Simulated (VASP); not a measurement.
# W (R-3m) in VASP: notebook

W is run at these levels: r2SCAN; tasks: single point.

All numbers are computed with VASP 6.6.1; they aren't measurements. Logs are shortened: lines on timing, memory, paths and dates and some standing lists are left out, and cuts for length are marked.

## 1. The cell of the first run

Symmetry: R-3m, No. 166, trigonal system. Conventional cell: a = 6.507 Å, b = 6.507 Å, c = 16.646 Å, α = 90.00°, β = 90.00°, γ = 120.00°. W (site symmetry m) has 6 W at 2.21 to 2.39 Å within 2.9 Å. Within 3.1 Å of W (site symmetry m) lie 7 W at 2.36 to 2.66 Å.

## 2. Single point, r2SCAN

File POSCAR:

```
W
1.0
    3.2536682570      1.8785062441      5.5488128798
   -3.2536682570      1.8785062441      5.5488128798
    0.0000000000     -3.7570124880      5.5488128798
W
12
Direct
    0.0101900000      0.6536100000      0.0101900000
    0.0101900000      0.0101900000      0.6536100000
    0.6536100000      0.0101900000      0.0101900000
    0.9898100000      0.3463900000      0.9898100000
    0.3463900000      0.9898100000      0.9898100000
    0.9898100000      0.9898100000      0.3463900000
    0.2211800000      0.6306000000      0.2211800000
    0.2211800000      0.2211800000      0.6306000000
    0.6306000000      0.2211800000      0.2211800000
    0.7788200000      0.3694000000      0.7788200000
    0.3694000000      0.7788200000      0.7788200000
    0.7788200000      0.7788200000      0.3694000000
```

File INCAR.step1:

```
PREC = Accurate
ENCUT = 520
ISMEAR = 0
SIGMA = 0.1
LREAL = F
LASPH = T
NELM = 100
NBANDS = 96
GGA = PE
ALGO = Normal
EDIFF = 1E-4
LWAVE = T
LCHARG = F
```

File INCAR.step2:

```
PREC = Accurate
ENCUT = 520
EDIFF = 1E-6
ISMEAR = 0
SIGMA = 0.1
LREAL = F
LASPH = T
NELM = 100
ALGO = Normal
ISIF = 2
LWAVE = F
LCHARG = F
METAGGA = R2SCAN
LMIXTAU = T
NBANDS = 96
ISTART = 1
```

File KPOINTS:

```
regular mesh
0
Gamma
  3 3 3
```

Potentials or basis: VASP PAW PBE potentials, release 64 (W_sv).

Run with:

```console
cat potpaw_PBE.64/W_sv/POTCAR > POTCAR
cp INCAR.step1 INCAR
mpirun -np 1 vasp_std > vasp.out
cp INCAR.step2 INCAR
mpirun -np 1 vasp_std > vasp.out
```

OUTCAR:

```text
PREC = Accurate
   ENCUT = 520
   EDIFF = 1E-6
   ISMEAR = 0
   LREAL = F
   LASPH = T
   NELM = 100
   ISIF = 2
   METAGGA = R2SCAN
   ISTART = 1

 ion  position               nearest neighbor table
   1  0.010  0.654  0.010-   4 2.21   3 2.32   2 2.32   7 2.38  12 2.39  11 2.39
   2  0.010  0.010  0.654-   6 2.21   3 2.32   1 2.32   8 2.38  10 2.39  11 2.39
   3  0.654  0.010  0.010-   5 2.21   1 2.32   2 2.32   9 2.38  12 2.39  10 2.39
   4  0.990  0.346  0.990-   1 2.21   5 2.32   6 2.32  10 2.38   8 2.39   9 2.39
   5  0.346  0.990  0.990-   3 2.21   4 2.32   6 2.32  11 2.38   8 2.39   7 2.39
   6  0.990  0.990  0.346-   2 2.21   4 2.32   5 2.32  12 2.38   9 2.39   7 2.39
   7  0.221  0.631  0.221-  11 2.36  12 2.36   1 2.38   6 2.39   5 2.39   9 2.66   8 2.66
   8  0.221  0.221  0.631-  10 2.36  11 2.36   2 2.38   4 2.39   5 2.39   7 2.66   9 2.66
   9  0.631  0.221  0.221-  10 2.36  12 2.36   3 2.38   6 2.39   4 2.39   7 2.66   8 2.66
  10  0.779  0.369  0.779-   9 2.36   8 2.36   4 2.38   2 2.39   3 2.39  11 2.66  12 2.66
  11  0.369  0.779  0.779-   7 2.36   8 2.36   5 2.38   2 2.39   1 2.39  10 2.66  12 2.66
  12  0.779  0.779  0.369-   7 2.36   9 2.36   6 2.38   3 2.39   1 2.39  10 2.66  11 2.66

  LATTYP: Found a trigonal (rhomboedric) cell.
 ALAT       =     6.7010795556
 COS(alpha) =     0.5284942553

  Lattice vectors:

 A1 = (   3.2536682570,   1.8785062441,   5.5488128798)
 A2 = (  -3.2536682570,   1.8785062441,   5.5488128798)
 A3 = (   0.0000000000,  -3.7570124880,   5.5488128798)

Analysis of symmetry for initial positions (statically):
=====================================================================
 Subroutine PRICEL returns:
 Original cell was already a primitive cell.

 Routine SETGRP: Setting up the symmetry group for a
 trigonal (rhombohedral) supercell.

 Subroutine GETGRP returns: Found 12 space group operations
 (whereof 12 operations were pure point group operations)
 out of a pool of 12 trial point group operations.

The static configuration has the point symmetry D_3d.

Analysis of symmetry for dynamics (positions and initial velocities):
=====================================================================
 Subroutine PRICEL returns:
 Original cell was already a primitive cell.

 Routine SETGRP: Setting up the symmetry group for a
 trigonal (rhombohedral) supercell.

 Subroutine GETGRP returns: Found 12 space group operations
 (whereof 12 operations were pure point group operations)
 out of a pool of 12 trial point group operations.

The dynamic configuration has the point symmetry D_3d.

 Subroutine INISYM returns: Found 12 space group operations
 (whereof 12 operations are pure point group operations),
 and found     1 'primitive' translations

----------------------------------------------------------------------------------------

                                     Primitive cell

  volume of cell :     203.4873

  direct lattice vectors                    reciprocal lattice vectors
     3.253668257  1.878506244  5.548812880     0.153672704  0.088722977  0.060072909
    -3.253668257  1.878506244  5.548812880    -0.153672704  0.088722977  0.060072909
     0.000000000 -3.757012488  5.548812880     0.000000000 -0.177445954  0.060072909

  length of vectors
     6.701079556  6.701079556  6.701079556     0.187338787  0.187338787  0.187338787

  position of ions in fractional coordinates (direct lattice)
     0.010190000  0.653610000  0.010190000
     0.010190000  0.010190000  0.653610000
     0.653610000  0.010190000  0.010190000
     0.989810000  0.346390000  0.989810000
     0.346390000  0.989810000  0.989810000
     0.989810000  0.989810000  0.346390000
     0.221180000  0.630600000  0.221180000
     0.221180000  0.221180000  0.630600000
     0.630600000  0.221180000  0.221180000
     0.778820000  0.369400000  0.778820000
     0.369400000  0.778820000  0.778820000
     0.778820000  0.778820000  0.369400000

  ion indices of the primitive-cell ions
   primitive index   ion index
                 1           1
                 2           2
                 3           3
                 4           4
                 5           5
                 6           6
                 7           7
                 8           8
                 9           9
                10          10
                11          11
                12          12

----------------------------------------------------------------------------------------

 KPOINTS: regular mesh

Automatic generation of k-mesh.
 Grid dimensions read from file:
 generate k-points for:    3    3    3

 Generating k-lattice:

  Cartesian coordinates                     Fractional coordinates (reciprocal lattice)
     0.051224235  0.029574326  0.020024303     0.333333333 -0.000000000  0.000000000
    -0.051224235  0.029574326  0.020024303    -0.000000000  0.333333333  0.000000000
     0.000000000 -0.059148651  0.020024303    -0.000000000 -0.000000000  0.333333333

  Length of vectors
     0.062446262  0.062446262  0.062446262

  Shift w.r.t. Gamma in fractional coordinates (k-lattice)
     0.000000000  0.000000000  0.000000000

 Subroutine IBZKPT returns following result:
 ===========================================

 Found      6 irreducible k-points:

 Following reciprocal coordinates:
            Coordinates               Weight
  0.000000  0.000000  0.000000      1.000000
  0.333333 -0.000000 -0.000000      6.000000
  0.333333  0.333333 -0.000000      6.000000
 -0.333333  0.333333  0.000000      6.000000
  0.333333  0.333333  0.333333      2.000000
 -0.333333  0.333333  0.333333      6.000000
   k-points           NKPTS =      6   k-points in BZ     NKDIM =      6   number of bands    NBANDS=     96
   number of dos      NEDOS =    301   number of ions     NIONS =     12
   total plane-waves  NPLWV = 125000
   dimension x,y,z NGX =    50 NGY =   50 NGZ =   50
   dimension x,y,z NGXF=   100 NGYF=  100 NGZF=  100
   ions per type =              12
   NGX,Y,Z   is equivalent  to a cutoff of  12.40, 12.40, 12.40 a.u.
   NGXF,Y,Z  is equivalent  to a cutoff of  24.81, 24.81, 24.81 a.u.
 SYSTEM =  unknown system
   PREC   = accura    normal or accurate (medium, high low for compatibility)
   ISTART =      1    job   : 0-new  1-cont  2-samecut
   ICHARG =      0    charge: 1-file 2-atom 10-const
   ISPIN  =      1    spin polarized calculation?
   LNONCOLLINEAR =      F non collinear calculations
   LSORBIT =      F    spin-orbit coupling
   LASPH  =      T    aspherical Exc in radial PAW
   ENCUT  =  520.0 eV  38.22 Ry    6.18 a.u.  12.46 12.46 12.46*2*pi/ulx,y,z
   NELM   =    100;   NELMIN=  2; NELMDL=  0     # of ELM steps
   EDIFF  = 0.1E-05   stopping-criterion for ELM
   LREAL  =      F    real-space projection
   EDIFFG = 0.1E-04   stopping-criterion for IOM
   NSW    =      0    number of steps for IOM
   IBRION =     -1    ionic relax: 0-MD 1-quasi-New 2-CG
   NFREE  =      0    steps in history (QN), initial steepest desc. (CG)
   ISIF   =      2    stress and relaxation
   ISYM   =      2    0-nonsym 1-usesym 2-fastsym
   POTIM  = 0.5000    time-step for ionic-motion
   TEBEG  =    0.0;   TEEND  =   0.0 temperature during run
   PSTRESS=    0.0 pullay stress
   NELECT =     168.0000    total number of electrons
   NUPDOWN=      -1.0000    fix difference up-down
   EMIN   =  10.00;   EMAX   =-10.00  energy-range for DOS
   EFERMI =   0.00;   METHOD = LEGACY
   ISMEAR =     0;   SIGMA  =   0.10  broadening in eV -4-tet -1-fermi 0-gaus
   EFERMI_NEDOS =   21; number of points for ismear=-14 and -15
   IALGO  =     38    algorithm
   IMIX   =      4    mixing-type and parameters
     AMIX     =   0.40;   BMIX     =  1.00
     AMIX_MAG =   1.60;   BMIX_MAG =  1.00
  volume/ion in A,a.u.               =      16.96       114.43
  Fermi-wavevector in a.u.,A,eV,Ry     =   1.535791  2.902225 32.091445  2.358655
  Thomas-Fermi vector in A             =   2.642530
   LORBIT       =      0    0 simple, 1 ext, 2 COOP (PROOUT), +10 PAW based schemes
   METAGGA = R2SCAN    functional components
   LHFCALC =     F    Hartree Fock is set to
   AEXX    =    0.0000 exact exchange contribution
   IVDW    =     0    specifies the selected vdW correction
   LEPSILON=     F    determine dielectric tensor
   LRPA    =     F    only Hartree local field effects (RPA)
 non-spin polarized calculation
 Gauss-broadening in eV      SIGMA  =   0.10
  energy-cutoff  :      520.00
  volume of cell :      203.49
 maximum number of plane-waves:      5511
 NGX is ok and might be reduce to    50
   NGX = 25   NGY = 25   NGZ = 25

 number of electron     168.0000010 magnetization

 Free energy of the ion-electron system (eV)
  ---------------------------------------------------
  ext. energy  EPLUGINS =         0.00000000
  ---------------------------------------------------
  free energy    TOTEN  =      -572.91833866 eV

  energy without entropy =     -572.83055281  energy(sigma->0) =     -572.87444573

 E-fermi :   9.8839     XC(G=0): -13.7063

 val. band max:        9.8825989924   @ k =   0.3333  -0.0000  -0.0000
 cond. band min:       9.8898595941   @ k =   0.0000   0.0000   0.0000
 fundamental gap:      0.0072606017
 Fermi energy:         9.8839434400

 k-point     1 :       0.0000    0.0000    0.0000
  band No.  band energies     occupation
      1     -65.9257      2.00000
      2     -65.5117      2.00000
      3     -65.5117      2.00000
      4     -65.4139      2.00000
      5     -65.4138      2.00000
      6     -65.3906      2.00000
[... 88 lines left out ...]
     95      12.2236      0.00000
     96      12.3926      0.00000

 k-point     2 :       0.3333   -0.0000   -0.0000
  band No.  band energies     occupation
      1     -65.8794      2.00000
      2     -65.6206      2.00000
      3     -65.5125      2.00000
      4     -65.5031      2.00000
      5     -65.3906      2.00000
      6     -65.3841      2.00000
[... 484 lines left out ...]
     95      12.3013      0.00000
     96      12.3606      0.00000

------------------------ aborting loop because EDIFF is reached ----------------------------------------

  FORCE on cell =-STRESS in cart. coord.  units (eV):
  Direction    XX          YY          ZZ          XY          YZ          ZX
  --------------------------------------------------------------------------------------
  -------------------------------------------------------------------------------------
  Total      115.0940227    115.0940227    148.0029185     -0.0000000      0.0000000      0.0000000
  in kB      906.2042797    906.2042797   1165.3157564     -0.0000000      0.0000000      0.0000000
  external PRESSURE =     992.5747719 kB  Pullay stress =       0.0000000 kB

 VOLUME and BASIS-vectors are now :
 -----------------------------------------------------------------------------
  energy-cutoff  :      520.00
  volume of cell :      203.49
      direct lattice vectors                 reciprocal lattice vectors
     3.253668257  1.878506244  5.548812880     0.153672704  0.088722977  0.060072909
    -3.253668257  1.878506244  5.548812880    -0.153672704  0.088722977  0.060072909
     0.000000000 -3.757012488  5.548812880     0.000000000 -0.177445954  0.060072909

 POSITION                                       TOTAL-FORCE (eV/Angst)
 -----------------------------------------------------------------------------------
     -2.09348      1.20867      3.73984         3.781007     -2.182965     -1.781098
      0.00000     -2.41734      3.73984         0.000000      4.365930     -1.781098
      2.09348      1.20867      3.73984        -3.781007     -2.182965     -1.781098
      2.09348     -1.20867     12.90659        -3.781007      2.182965      1.781098
     -2.09348     -1.20867     12.90659         3.781007      2.182965      1.781098
      0.00000      2.41734     12.90659         0.000000     -4.365930      1.781098
     -1.33212      0.76910      5.95365         7.862788     -4.539583      1.243473
      0.00000     -1.53820      5.95365         0.000000      9.079165      1.243473
      1.33212      0.76910      5.95365        -7.862788     -4.539583      1.243473
      1.33212     -0.76910     10.69278        -7.862788      4.539583     -1.243473
     -1.33212     -0.76910     10.69278         7.862788      4.539583     -1.243473
      0.00000      1.53820     10.69278         0.000000     -9.079165     -1.243473
 -----------------------------------------------------------------------------------
    total drift:                               -0.000000     -0.000000      0.000000

  FREE ENERGIE OF THE ION-ELECTRON SYSTEM (eV)
  ---------------------------------------------------
  free  energy   TOTEN  =      -572.9183386559 eV

  energy  without entropy=     -572.8305528088  energy(sigma->0) =     -572.87444573
```

It took 5.1 min on 1 thread of Intel Xeon 6975P-C (Granite Rapids), shared host; peak memory 0.41 GiB.

What came out:

| Property | Result |
| --- | --- |
| Free energy | -572.9183 eV |
| Pressure | 99.3 GPa |
| Largest force | 9.164 eV/Å |
| Band gap on the k mesh | zero (band 84 reaches 10.02 eV, above the bottom of band 85 at 9.83 eV) |

Forces on the atoms (eV/Å):
```
W    3.781 -2.183 -1.781
W    0.000  4.366 -1.781
W   -3.781 -2.183 -1.781
W   -3.781  2.183  1.781
W    3.781  2.183  1.781
W    0.000 -4.366  1.781
W    7.863 -4.540  1.243
W    0.000  9.079  1.243
W   -7.863 -4.540  1.243
W   -7.863  4.540 -1.243
W    7.863  4.540 -1.243
W    0.000 -9.079 -1.243
```

Stress tensor (GPa, compression positive):
```
 90.62   0.00   0.00
  0.00  90.62   0.00
  0.00   0.00 116.53
```

Caveat: the k points lie up to 0.39 Å⁻¹ apart; the PAW data sets were made with another functional, which shifts forces and pressure a little; spin-orbit coupling is left out, which moves the levels of the heavy elements.

## 3. Single point, r2SCAN

This run uses another cell than the first one, of 21.54 Å³/atom, 1.270 times its volume.

File POSCAR:

```
W
1.0
    3.1411287364      1.8135315216      7.5624582065
   -3.1411287364      1.8135315216      7.5624582065
    0.0000000000     -3.6270630430      7.5624582065
W
12
Direct
    0.0261087662      0.6148936625      0.0261087662
    0.0261087662      0.0261087662      0.6148936625
    0.6148936625      0.0261087662      0.0261087662
    0.9738912338      0.3851063375      0.9738912338
    0.3851063375      0.9738912338      0.9738912338
    0.9738912338      0.9738912338      0.3851063375
    0.2273517578      0.6356297262      0.2273517578
    0.2273517578      0.2273517578      0.6356297262
    0.6356297262      0.2273517578      0.2273517578
    0.7726482422      0.3643702738      0.7726482422
    0.3643702738      0.7726482422      0.7726482422
    0.7726482422      0.7726482422      0.3643702738
```

File INCAR.step1:

```
ALGO = Normal
EDIFF = 1E-4
ENCUT = 520
GGA = PE
ISMEAR = 0
LASPH = True
LCHARG = False
LREAL = False
LWAVE = True
NBANDS = 96
NELM = 100
PREC = Accurate
SIGMA = 0.1
```

File INCAR.step2:

```
ALGO = Normal
EDIFF = 1E-6
ENCUT = 520
ISIF = 2
ISMEAR = 0
ISTART = 1
LASPH = True
LCHARG = True
LELF = True
LMIXTAU = True
LREAL = False
LVHAR = True
LWAVE = False
METAGGA = R2SCAN
NBANDS = 96
NELM = 100
PREC = Accurate
SIGMA = 0.1
```

File KPOINTS:

```
k-points
0
Gamma
  3 3 3
```

Potentials or basis: VASP PAW PBE potentials, release 64 (W_sv).

Run with:

```console
cat potpaw_PBE.64/W_sv/POTCAR > POTCAR
cp INCAR.step1 INCAR
mpirun -np 1 vasp_std > vasp.out
cp INCAR.step2 INCAR
mpirun -np 1 vasp_std > vasp.out
```

Wall time 8.9 min (1 thread of Intel Xeon 6975P-C (Granite Rapids), shared host); peak memory 0.64 GiB.

Results (log left out):

```yaml
Free_energy: -595.2671 eV
Pressure: 0.9 GPa
Largest_force: 0.088 eV/Å
Band_gap_on_the_k_mesh: zero (band 84 reaches 7.41 eV, above the bottom of band 85 at 6.96 eV)
```

Forces in eV/Å, atoms in the order of the input:
```
W    0.071 -0.041 -0.032
W    0.000  0.082 -0.032
W   -0.071 -0.041 -0.032
W   -0.071  0.041  0.032
W    0.071  0.041  0.032
W    0.000 -0.082  0.032
W   -0.011  0.006  0.022
W    0.000 -0.013  0.022
W    0.011  0.006  0.022
W    0.011 -0.006 -0.022
W   -0.011 -0.006 -0.022
W    0.000  0.013 -0.022
```

Levels at points of the mesh, in eV from the Fermi level:
| k point | band 81 | band 82 | band 83 | band 84 | band 85 | band 86 | band 87 | band 88 |
| --- | --- | --- | --- | --- | --- | --- | --- | --- |
| (0.00, 0.00, 0.00) | -0.43 | -0.39 | -0.39 | -0.20 | 0.63 | 0.63 | 0.99 | 0.99 |

Caveat: the k points lie up to 0.40 Å⁻¹ apart; the PAW data sets were made with another functional, which shifts forces and pressure a little; spin-orbit coupling is left out, which moves the levels of the heavy elements.
